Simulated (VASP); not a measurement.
Set up this calculation in VASP 6.6.1, as the native input.

- Task: single point
- Functional: PBE
- Potentials or basis: VASP PAW PBE potentials, release 64 (Al, N)
- Cutoff: 520 eV
- k mesh: 6 × 6 × 6
- Occupations: gaussian, width 0.05 eV
- Spin: no spin polarisation
- Dipole correction: no
- Further INCAR settings: ALGO = Normal; EDIFF = 1e-06; NBANDS = 26

The structure of AlN lies in POSCAR:

```
AlN
1.0
    4.4025164325      0.0000000000      0.0000000000
    0.0000000000     -4.4025164325      0.0000000000
    0.0000000000      0.0000000000     -4.4025164325
Al N
4 4
Direct
   -0.0202373928      0.0286199954     -0.0202373928
    0.5000000000      0.5000000000      0.0000000000
    0.5000000000      0.0000000000      0.5000000000
    0.0000000000      0.5000000000      0.5000000000
    0.7500000000      0.7500000000      0.7500000000
    0.2500000000      0.2500000000      0.7500000000
    0.2500000000      0.7500000000      0.2500000000
    0.7500000000      0.2500000000      0.2500000000
```

This cell differs from its parent crystal: atom 1 (Al) moved by -0.126 Å along [1 1 0] and -0.126 Å along [0 0 1].

These files were run (other wordings do the same):

INCAR

```
ALGO = Normal
EDIFF = 1E-6
ENCUT = 520
GGA = PE
ISIF = 2
ISMEAR = 0
LASPH = T
LCHARG = T
LELF = T
LREAL = F
LVHAR = T
LWAVE = F
NBANDS = 26
NELM = 100
PREC = Accurate
SIGMA = 0.05
```

KPOINTS

```
k-points
0
Gamma
  6 6 6
```

Potentials or basis: VASP PAW PBE potentials, release 64 (Al, N).

The run is started by

```sh
$ cat potpaw_PBE.64/Al/POTCAR potpaw_PBE.64/N/POTCAR > POTCAR
$ mpirun -np 1 vasp_std > vasp.out
```

Results of the run:

```yaml
Pressure: 0.7 GPa
Largest_force: 2.834 eV/Å
Band_gap_on_the_k_mesh: 2.45 eV
```

Caveat: the cell differs from its parent crystal (atom 1 (Al) moved by -0.126 Å along [1 1 0] and -0.126 Å along [0 0 1]); forces of over 1 eV/Å act on the atoms, so gaps and moduli don't describe the material at rest.

Wall time 61 s on 1 thread of Intel(R) Xeon(R) 6975P-C (Granite Rapids), with other jobs on the host, peak memory 0.26 GiB.
